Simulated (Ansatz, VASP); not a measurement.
Li3TiO3 in VASP and in Ansatz

```
Li Ti O
1.0
     4.10972   -0.00869   -0.00879
    -0.00869    4.12230    0.09494
    -0.00879    0.09494    4.24481
Li Ti O
3 1 3
Direct
  0.04108 0.50444 0.54957
  0.52018 0.98347 0.48922
  0.49580 0.48618 0.96736
  0.99930 0.02205 0.97375
  0.46861 0.00280 0.01864
  0.99866 0.46039 0.99888
  0.97637 0.04067 0.50259
```

Change from the starting cell: cell x1, atoms moved at random (sigma 0.1 Å) and cell strained at random (1.5 %), then relaxed without symmetry.

Alike in both runs: task relaxation of cell and atoms; functional PBE; k mesh 6 × 6 × 6; occupations gaussian, width 0.2 eV; no spin polarisation.

|  | VASP | Ansatz |
| --- | --- | --- |
| version | VASP 6.6.1 | Ansatz 0.2.0 |
| potentials or method | VASP PAW PBE potentials, release 64 (Li_sv, Ti_sv, O), cutoff 600 eV | scalar-relativistic, plane waves, PAW |
| valence electrons in the cell | 39 | 39 |

|  | VASP | Ansatz | Ansatz less VASP |
| --- | --- | --- | --- |
| gap on the k mesh at the Fermi level, each at its own relaxed structure (eV) | none | none | - |
| relaxed volume (Å³/atom) | 9.53 | 9.53 | +0.005 |
| relaxed cell length with the largest relative difference (Å) | 4.055 | 4.056 | +0.0011 |

A gap of «none» marks a metal or a gap that the smearing closes.

Noted on VASP's run: the cutoff is short for stress, so the pressure is rough.
